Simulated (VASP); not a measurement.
YHg, 2 atoms in the cell. Symmetry: R-3m, No. 166, trigonal system. The conventional cell has a = 5.155 Å, b = 5.155 Å, c = 6.505 Å, α = 90.00°, β = 90.00°, γ = 120.00°. Within 4.2 Å of Y (site symmetry -3m) lie 8 Hg at 3.17 to 3.25 Å and 6 Y at 3.68 Å. Within 4.2 Å of Hg (site symmetry -3m) lie 8 Y at 3.17 to 3.25 Å and 6 Hg at 3.68 Å.  This cell differs from its parent crystal: equal xy, yz and zx shear strains of +2 %.

| Property | Result |
| --- | --- |
| Program | VASP 6.6.1 |
| Task | electric field gradients |
| Functional | LDA |
| Potentials or basis | VASP PAW LDA potentials, release 64 (Y_sv, Hg) |
| Cutoff | 520 eV |
| k mesh | 11 × 11 × 11 |
| Occupations | fermi-dirac, width 0.08 eV |
| Spin | no spin polarisation |
| Dipole correction | no |
| Further INCAR settings | ALGO = Normal; EDIFF = 1e-08; NBANDS = 18 |

Potentials or basis: VASP PAW LDA potentials, release 64 (Y_sv, Hg).

Launch:

```bash
$ cat potpaw_LDA.64/Y_sv/POTCAR potpaw_LDA.64/Hg/POTCAR > POTCAR
$ mpirun -np 1 vasp_std > vasp.out
```

Hardware: 1 thread of Intel Xeon 6975P-C, on a shared host.

Problem. Estimate the wall time of this run.

Solution. Run time: 110 s on 1 thread of Intel Xeon 6975P-C, on a shared host, peak memory 0.27 GiB. Counts: scf iterations 14, k points 146.
